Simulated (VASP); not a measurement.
**I: single point with r2SCAN**

The system is I.

```
I
1.0
     3.89879   -2.30050    0.00000
     3.89879    2.30050    0.00000
     0.00000    0.00000    9.91444
I
4
Direct
  0.84799 0.15201 0.12039
  0.15201 0.84799 0.87961
  0.34799 0.65201 0.37961
  0.65201 0.34799 0.62039
```

- Program: VASP 6.6.1
- Task: single point
- Functional: r2SCAN
- Potentials or basis: VASP PAW PBE potentials, release 64 (I)
- Cutoff: 520 eV
- k mesh: 6 × 6 × 4
- Occupations: gaussian, width 0.05 eV
- Spin: no spin polarisation

```yaml
Pressure: 0.0 GPa
Largest_force: 0.028 eV/Å
Band_gap_on_the_k_mesh: 1.18 eV (least direct gap 1.25 eV)
```

Forces on the atoms (eV/Å):
```
I    0.000  0.028 -0.004
I    0.000 -0.028  0.004
I    0.000  0.028  0.004
I    0.000 -0.028 -0.004
```

Stress tensor (GPa, compression positive):
```
-0.06  0.00  0.00
 0.00  0.03  0.00
 0.00  0.00  0.04
```

Levels at points of the mesh, in eV from the valence-band top:
```tsv
k point	band 10	band 11	band 12	band 13	band 14	band 15	band 16	band 17	band 18	band 19
(0.00, 0.00, 0.00)	-1.28	-1.25	-0.56	-0.43	0.00	1.25	2.22	5.54	5.67	5.87
(0.50, 0.00, 0.00)	-1.82	-1.49	-1.49	-0.68	-0.68	2.30	2.30	5.79	5.79	7.72
(0.50, 0.50, 0.00)	-1.96	-1.74	-1.41	-0.70	-0.39	1.18	2.01	5.54	6.44	6.48
(0.00, 0.00, 0.50)	-1.47	-0.95	-0.95	-0.18	-0.18	1.61	1.61	5.93	5.93	6.49
(0.50, 0.00, 0.50)	-1.91	-0.85	-0.85	-0.10	-0.10	1.58	1.58	6.16	6.16	6.86
(0.50, 0.50, 0.50)	-1.84	-1.14	-1.14	-1.04	-1.04	1.48	1.48	6.46	6.46	7.43
```

Run time: 7.6 min on 1 thread of Intel(R) Xeon(R) Platinum 8375C CPU @ 2.90GHz (Ice Lake) (shared host), peak memory 0.4 GiB.

Caveat: the PAW data sets were made with another functional, which shifts forces and pressure a little; spin-orbit coupling is left out, which moves the levels of the heavy elements. A k mesh can miss the band edges.
